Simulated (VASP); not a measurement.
# Si2Ni (Fm-3m) in VASP: further runs

The runs below take Si2Ni through single point, with LDA.

All numbers are computed with VASP 6.6.1; they aren't measurements. Logs are shortened: lines on timing, memory, paths and dates and some standing lists are left out, and cuts for length are marked.

## Step 1: The cell of the first run

The structure is cubic, space group Fm-3m (No. 225). The conventional cell has a = 5.557 Å, b = 5.557 Å, c = 5.557 Å, α = 90.00°, β = 90.00°, γ = 90.00°. Si (site symmetry -43m) has 4 Ni at 2.41 Å and 6 Si at 2.78 Å within 3.2 Å. Within 3.2 Å of Ni (site symmetry m-3m) lie 8 Si at 2.41 Å.

## Step 2: Single point, LDA

INCAR

```
SYSTEM = Si2Ni
PREC = Accurate
ENCUT = 520
EDIFF = 1E-6
ISMEAR = 0
SIGMA = 0.15
LREAL = .False.
LASPH = .True.
NELM = 80
ALGO = Normal
ISIF = 2
LWAVE = .False.
LCHARG = .False.
GGA = CA
NBANDS = 16
```

KPOINTS

```
regular mesh
0
Gamma
  14 14 14
  0 0 0
```

POSCAR

```
Si2Ni
1.0
    0.0000000000      2.7784916684      2.7784916684
    2.7784916684      0.0000000000      2.7784916684
    2.7784916684      2.7784916684      0.0000000000
Si Ni
2 1
Direct
    0.2500000000      0.2500000000      0.2500000000
    0.7500000000      0.7500000000      0.7500000000
    0.0000000000      0.0000000000      0.0000000000
```

Potentials or basis: VASP PAW LDA potentials, release 64 (Si, Ni).

The run is started by

```console
$ cat potpaw_LDA.64/Si/POTCAR potpaw_LDA.64/Ni/POTCAR > POTCAR
$ mpirun -np 1 vasp_std > vasp.out
```

OUTCAR:

```text
SYSTEM = Si2Ni
   PREC = Accurate
   ENCUT = 520
   EDIFF = 1E-6
   ISMEAR = 0
   LREAL = .False.
   LASPH = .True.
   NELM = 80
   ISIF = 2
   GGA = CA

 ion  position               nearest neighbor table
   1  0.250  0.250  0.250-   3 2.41   3 2.41   3 2.41   3 2.41   2 2.78   2 2.78   2 2.78   2 2.78
                             2 2.78   2 2.78
   2  0.750  0.750  0.750-   3 2.41   3 2.41   3 2.41   3 2.41   1 2.78   1 2.78   1 2.78   1 2.78
                             1 2.78   1 2.78
   3  0.000  0.000  0.000-   2 2.41   2 2.41   2 2.41   1 2.41   1 2.41   1 2.41   2 2.41   1 2.41

  LATTYP: Found a face centered cubic cell.
 ALAT       =     5.5569833368

  Lattice vectors:

 A1 = (   0.0000000000,   2.7784916684,   2.7784916684)
 A2 = (   2.7784916684,   0.0000000000,   2.7784916684)
 A3 = (   2.7784916684,   2.7784916684,   0.0000000000)

Analysis of symmetry for initial positions (statically):
=====================================================================
 Subroutine PRICEL returns:
 Original cell was already a primitive cell.

 Routine SETGRP: Setting up the symmetry group for a
 face centered cubic supercell.

 Subroutine GETGRP returns: Found 48 space group operations
 (whereof 48 operations were pure point group operations)
 out of a pool of 48 trial point group operations.

The static configuration has the point symmetry O_h .

Analysis of symmetry for dynamics (positions and initial velocities):
=====================================================================
 Subroutine PRICEL returns:
 Original cell was already a primitive cell.

 Routine SETGRP: Setting up the symmetry group for a
 face centered cubic supercell.

 Subroutine GETGRP returns: Found 48 space group operations
 (whereof 48 operations were pure point group operations)
 out of a pool of 48 trial point group operations.

The dynamic configuration has the point symmetry O_h .

 Subroutine INISYM returns: Found 48 space group operations
 (whereof 48 operations are pure point group operations),
 and found     1 'primitive' translations

----------------------------------------------------------------------------------------

                                     Primitive cell

  volume of cell :      42.9000

  direct lattice vectors                    reciprocal lattice vectors
     0.000000000  2.778491668  2.778491668    -0.179953752  0.179953752  0.179953752
     2.778491668  0.000000000  2.778491668     0.179953752 -0.179953752  0.179953752
     2.778491668  2.778491668  0.000000000     0.179953752  0.179953752 -0.179953752

  length of vectors
     3.929380600  3.929380600  3.929380600     0.311689041  0.311689041  0.311689041

  position of ions in fractional coordinates (direct lattice)
     0.250000000  0.250000000  0.250000000
     0.750000000  0.750000000  0.750000000
     0.000000000  0.000000000  0.000000000

  ion indices of the primitive-cell ions
   primitive index   ion index
                 1           1
                 2           2
                 3           3

----------------------------------------------------------------------------------------

 KPOINTS: regular mesh

Automatic generation of k-mesh.
 Grid dimensions read from file:
 generate k-points for:   14   14   14

 Generating k-lattice:

  Cartesian coordinates                     Fractional coordinates (reciprocal lattice)
    -0.012853839  0.012853839  0.012853839     0.071428571  0.000000000  0.000000000
     0.012853839 -0.012853839  0.012853839     0.000000000  0.071428571  0.000000000
     0.012853839  0.012853839 -0.012853839     0.000000000  0.000000000  0.071428571

  Length of vectors
     0.022263503  0.022263503  0.022263503

  Shift w.r.t. Gamma in fractional coordinates (k-lattice)
     0.000000000  0.000000000  0.000000000

 Subroutine IBZKPT returns following result:
 ===========================================

 Found    104 irreducible k-points:

 Following reciprocal coordinates:
            Coordinates               Weight
  0.000000  0.000000  0.000000      1.000000
  0.071429  0.000000  0.000000      8.000000
  0.142857  0.000000  0.000000      8.000000
  0.214286  0.000000  0.000000      8.000000
  0.285714  0.000000  0.000000      8.000000
  0.357143  0.000000  0.000000      8.000000
[... 16 lines left out ...]
  0.214286  0.142857  0.000000     24.000000
  0.285714  0.142857  0.000000     24.000000
 [... further k-points ...]
   k-points           NKPTS =    104   k-points in BZ     NKDIM =    104   number of bands    NBANDS=     16
   number of dos      NEDOS =    301   number of ions     NIONS =      3
   total plane-waves  NPLWV =  27000
   dimension x,y,z NGX =    30 NGY =   30 NGZ =   30
   dimension x,y,z NGXF=    60 NGYF=   60 NGZF=   60
   ions per type =               2   1
   NGX,Y,Z   is equivalent  to a cutoff of  12.69, 12.69, 12.69 a.u.
   NGXF,Y,Z  is equivalent  to a cutoff of  25.39, 25.39, 25.39 a.u.
 SYSTEM =  Si2Ni
   PREC   = accura    normal or accurate (medium, high low for compatibility)
   ISTART =      0    job   : 0-new  1-cont  2-samecut
   ICHARG =      2    charge: 1-file 2-atom 10-const
   ISPIN  =      1    spin polarized calculation?
   LNONCOLLINEAR =      F non collinear calculations
   LSORBIT =      F    spin-orbit coupling
   LASPH  =      T    aspherical Exc in radial PAW
   ENCUT  =  520.0 eV  38.22 Ry    6.18 a.u.   7.31  7.31  7.31*2*pi/ulx,y,z
   NELM   =     80;   NELMIN=  2; NELMDL= -5     # of ELM steps
   EDIFF  = 0.1E-05   stopping-criterion for ELM
   LREAL  =      F    real-space projection
   EDIFFG = 0.1E-04   stopping-criterion for IOM
   NSW    =      0    number of steps for IOM
   IBRION =     -1    ionic relax: 0-MD 1-quasi-New 2-CG
   NFREE  =      0    steps in history (QN), initial steepest desc. (CG)
   ISIF   =      2    stress and relaxation
   ISYM   =      2    0-nonsym 1-usesym 2-fastsym
   POTIM  = 0.5000    time-step for ionic-motion
   TEBEG  =    0.0;   TEEND  =   0.0 temperature during run
   PSTRESS=    0.0 pullay stress
   NELECT =      18.0000    total number of electrons
   NUPDOWN=      -1.0000    fix difference up-down
   EMIN   =  10.00;   EMAX   =-10.00  energy-range for DOS
   EFERMI =   0.00;   METHOD = LEGACY
   ISMEAR =     0;   SIGMA  =   0.15  broadening in eV -4-tet -1-fermi 0-gaus
   EFERMI_NEDOS =   21; number of points for ismear=-14 and -15
   IALGO  =     38    algorithm
   IMIX   =      4    mixing-type and parameters
     AMIX     =   0.40;   BMIX     =  1.00
     AMIX_MAG =   1.60;   BMIX_MAG =  1.00
  volume/ion in A,a.u.               =      14.30        96.50
  Fermi-wavevector in a.u.,A,eV,Ry     =   1.225594  2.316037 20.437043  1.502080
  Thomas-Fermi vector in A             =   2.360626
   LORBIT       =      0    0 simple, 1 ext, 2 COOP (PROOUT), +10 PAW based schemes
   GGA     = CA    functional components
   LHFCALC =     F    Hartree Fock is set to
   AEXX    =    0.0000 exact exchange contribution
   IVDW    =     0    specifies the selected vdW correction
   LEPSILON=     F    determine dielectric tensor
   LRPA    =     F    only Hartree local field effects (RPA)
 non-spin polarized calculation
 Gauss-broadening in eV      SIGMA  =   0.15
  energy-cutoff  :      520.00
  volume of cell :       42.90
 maximum number of plane-waves:      1185
 NGX is ok and might be reduce to    30
   NGX = 15   NGY = 15   NGZ = 15

 number of electron      18.0000011 magnetization

 Free energy of the ion-electron system (eV)
  ---------------------------------------------------
  ext. energy  EPLUGINS =         0.00000000
  ---------------------------------------------------
  free energy    TOTEN  =       -19.67697404 eV

  energy without entropy =      -19.66699248  energy(sigma->0) =      -19.67198326

 E-fermi :   9.0663     XC(G=0): -11.3860

 val. band max:        9.0052047307   @ k =  -0.2857   0.0714   0.0000
 cond. band min:       9.0807843208   @ k =   0.3571   0.2143   0.0000
 fundamental gap:      0.0755795901
 Fermi energy:         9.0663189303

 k-point     1 :       0.0000    0.0000    0.0000
  band No.  band energies     occupation
      1      -3.8810      2.00000
      2       4.4558      2.00000
      3       4.4558      2.00000
      4       4.4558      2.00000
      5       6.0659      2.00000
      6       6.0659      2.00000
[... 8 lines left out ...]
     15      13.6919      0.00000
     16      13.6919      0.00000

 k-point     2 :       0.0714    0.0000    0.0000
  band No.  band energies     occupation
      1      -3.8101      2.00000
      2       4.2802      2.00000
      3       4.4783      2.00000
      4       4.4783      2.00000
      5       6.0530      2.00000
      6       6.0530      2.00000
[... 8 lines left out ...]
     15      13.4877      0.00000
     16      13.5828      0.00000

 k-point     3 :       0.1429    0.0000    0.0000
  band No.  band energies     occupation
      1      -3.5982      2.00000
      2       3.8016      2.00000
      3       4.5422      2.00000
      4       4.5422      2.00000
      5       6.0218      2.00000
      6       6.0218      2.00000
[... 8 lines left out ...]
     15      13.4841      0.00000
     16      13.7228      0.00000

 k-point     4 :       0.2143    0.0000    0.0000
  band No.  band energies     occupation
      1      -3.2480      2.00000
      2       3.1022      2.00000
      3       4.6348      2.00000
      4       4.6348      2.00000
      5       5.9941      2.00000
      6       5.9941      2.00000
[... 8 lines left out ...]
     15      14.1433      0.00000
     16      14.5539      0.00000

 k-point     5 :       0.2857    0.0000    0.0000
  band No.  band energies     occupation
      1      -2.7645      2.00000
      2       2.2513      2.00000
      3       4.7338      2.00000
      4       4.7338      2.00000
      5       5.9998      2.00000
      6       5.9998      2.00000
[... 8 lines left out ...]
     15      15.1076      0.00000
     16      15.4866      0.00000

 k-point     6 :       0.3571    0.0000    0.0000
  band No.  band energies     occupation
      1      -2.1567      2.00000
      2       1.3206      2.00000
      3       4.8132      2.00000
      4       4.8132      2.00000
      5       6.0604      2.00000
      6       6.0604      2.00000
[... 8 lines left out ...]
     15      16.2185      0.00000
     16      16.5198      0.00000

 k-point     7 :       0.4286    0.0000    0.0000
  band No.  band energies     occupation
      1      -1.4454      2.00000
      2       0.3895      2.00000
      3       4.8583      2.00000
      4       4.8583      2.00000
      5       5.8749      2.00000
      6       6.1560      2.00000
[... 8 lines left out ...]
     15      17.3834      0.00000
     16      17.6689      0.00000

 k-point     8 :       0.5000    0.0000    0.0000
  band No.  band energies     occupation
      1      -0.8478      2.00000
      2      -0.2858      2.00000
      3       4.8718      2.00000
      4       4.8718      2.00000
      5       5.7856      2.00000
      6       6.2074      2.00000
[... 8 lines left out ...]
     15      18.1302      0.00000
     16      18.6333      0.00000

 k-point     9 :       0.0714    0.0714    0.0000
  band No.  band energies     occupation
      1      -3.7865      2.00000
      2       4.2731      2.00000
      3       4.4638      2.00000
      4       4.4638      2.00000
      5       6.0118      2.00000
      6       6.0824      2.00000
[... 8 lines left out ...]
     15      13.8447      0.00000
     16      13.8447      0.00000
[... 172 lines left out ...]
 k-point    19 :      -0.2143    0.0714    0.0000
  band No.  band energies     occupation
      1      -3.0395      2.00000
      2       2.8188      2.00000
      3       4.5436      2.00000
      4       4.7540      2.00000
      5       5.8771      2.00000
      6       6.0736      2.00000
[... 8 lines left out ...]
     15      14.2765      0.00000
     16      15.8087      0.00000

 k-point    20 :      -0.1429    0.0714    0.0000
  band No.  band energies     occupation
      1      -3.4342      2.00000
      2       3.5324      2.00000
      3       4.4879      2.00000
      4       4.6361      2.00000
      5       5.9305      2.00000
      6       6.0657      2.00000
[... 8 lines left out ...]
     15      13.6308      0.00000
     16      14.7566      0.00000

 k-point    21 :      -0.0714    0.0714    0.0000
  band No.  band energies     occupation
      1      -3.6922      2.00000
      2       4.0392      2.00000
      3       4.4640      2.00000
      4       4.5381      2.00000
      5       5.9982      2.00000
      6       6.0667      2.00000
[... 8 lines left out ...]
     15      13.2415      0.00000
     16      14.0551      0.00000

 k-point    22 :       0.1429    0.1429    0.0000
  band No.  band energies     occupation
      1      -3.5042      2.00000
      2       3.8377      2.00000
      3       4.4914      2.00000
      4       4.4914      2.00000
      5       5.8344      2.00000
      6       6.1287      2.00000
[... 8 lines left out ...]
     15      14.5196      0.00000
     16      14.5196      0.00000

 k-point    23 :       0.2143    0.1429    0.0000
  band No.  band energies     occupation
      1      -3.2473      2.00000
      2       3.4445      2.00000
      3       4.5316      2.00000
      4       4.5548      2.00000
      5       5.7001      2.00000
      6       6.1520      2.00000
[... 8 lines left out ...]
     15      15.1951      0.00000
     16      15.2517      0.00000

 k-point    24 :       0.2857    0.1429    0.0000
  band No.  band energies     occupation
      1      -2.8547      2.00000
      2       2.8215      2.00000
      3       4.6050      2.00000
      4       4.6462      2.00000
      5       5.5772      2.00000
      6       6.1748      2.00000
[... 8 lines left out ...]
     15      16.1119      0.00000
     16      16.2316      0.00000

 [... further k-points ...]
[... 5 lines left out ...]
  --------------------------------------------------------------------------------------
  -------------------------------------------------------------------------------------
  Total       -3.8898045     -3.8898045     -3.8898045     -0.0000000      0.0000000      0.0000000
  in kB     -145.2717141   -145.2717141   -145.2717141     -0.0000000      0.0000000      0.0000000
  external PRESSURE =    -145.2717141 kB  Pullay stress =       0.0000000 kB

 VOLUME and BASIS-vectors are now :
 -----------------------------------------------------------------------------
  energy-cutoff  :      520.00
  volume of cell :       42.90
      direct lattice vectors                 reciprocal lattice vectors
     0.000000000  2.778491668  2.778491668    -0.179953752  0.179953752  0.179953752
     2.778491668  0.000000000  2.778491668     0.179953752 -0.179953752  0.179953752
     2.778491668  2.778491668  0.000000000     0.179953752  0.179953752 -0.179953752

 POSITION                                       TOTAL-FORCE (eV/Angst)
 -----------------------------------------------------------------------------------
      1.38925      1.38925      1.38925        -0.000000     -0.000000      0.000000
      4.16774      4.16774      4.16774         0.000000      0.000000     -0.000000
      0.00000      0.00000      0.00000         0.000000      0.000000      0.000000
 -----------------------------------------------------------------------------------
    total drift:                                0.000000     -0.000000     -0.000000

  FREE ENERGIE OF THE ION-ELECTRON SYSTEM (eV)
  ---------------------------------------------------
  free  energy   TOTEN  =       -19.6769740426 eV

  energy  without entropy=      -19.6669924835  energy(sigma->0) =      -19.67198326
```

Run time: 2.4 min. Hardware: 1 thread of AMD EPYC 7R13, shared host; peak memory 0.17 GiB.

What came out:

| Item | Value |
| --- | --- |
| Free energy | -19.6770 eV |
| Pressure | -14.5 GPa |
| Band gap on the k mesh | zero (band 9 reaches 10.77 eV, above the bottom of band 10 at 8.48 eV) |

Levels at points of the mesh, in eV from the Fermi level:
| k point | band 6 | band 7 | band 8 | band 9 | band 10 | band 11 | band 12 | band 13 |
| --- | --- | --- | --- | --- | --- | --- | --- | --- |
| (0.00, 0.00, 0.00) | -3.00 | -0.89 | 1.70 | 1.70 | 1.70 | 2.50 | 2.50 | 2.50 |
| (0.50, 0.00, 0.00) | -2.86 | -2.86 | -1.12 | -1.12 | 1.68 | 1.88 | 1.88 | 2.18 |
| (0.50, 0.50, 0.00) | -3.15 | -3.15 | -2.96 | -2.66 | -0.46 | 1.65 | 7.68 | 7.68 |

Spin polarisation is off, so any magnetic state and its effect on volume and gap are missing.

(Continued in part 2 of 2.)
